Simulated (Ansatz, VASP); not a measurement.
# Two plane-wave programs on C

```xyz
8
Lattice="2.5181 0.0000 0.0000 -1.2590 2.1807 0.0000 0.0000 0.0000 8.3047" Properties=species:S:1:pos:R:3 pbc="T T T"
C     0.0000   -0.0600    0.7721
C     0.0000   -0.0600    4.9245
C     0.0000   -0.0600    3.3802
C     0.0000   -0.0600    7.5326
C     0.0000    1.5138    1.2916
C     1.2590    0.7869    5.4440
C     0.0000    1.5138    2.8607
C     1.2590    0.7869    7.0131
```

Change from the starting cell: mode 14 frozen in at -0.060 Å, equal normal strain along x, y and z +0.0000.

Alike in both runs: task single point; functional PBE; k mesh 12 × 12 × 4; occupations gaussian, width 0.05 eV; no spin polarisation.

|  | VASP | Ansatz |
| --- | --- | --- |
| version | VASP 6.6.1 | Ansatz 0.2.0 |
| potentials or method | VASP PAW PBE potentials, release 64 (C), cutoff 520 eV | scalar-relativistic, plane waves, PAW |
| valence electrons in the cell | 32 | 32 |

|  | VASP | Ansatz | Ansatz less VASP |
| --- | --- | --- | --- |
| gap on the k mesh at the Fermi level (eV) | 3.02 | 3.03 | +0.010 |
| least direct gap on the mesh (eV) | 3.40 | 3.41 | +0.003 |
| pressure (GPa) | 6.2 | 5.6 | -0.64 |
| traceless stress, the component that is largest in VASP (GPa) | 4.02 | 3.99 | -0.026 |
| rms of the force components (eV/Å) | 2.218 | 2.201 | -0.0165 |

Atom by atom the forces differ by 0.017 eV/Å (rms over components).
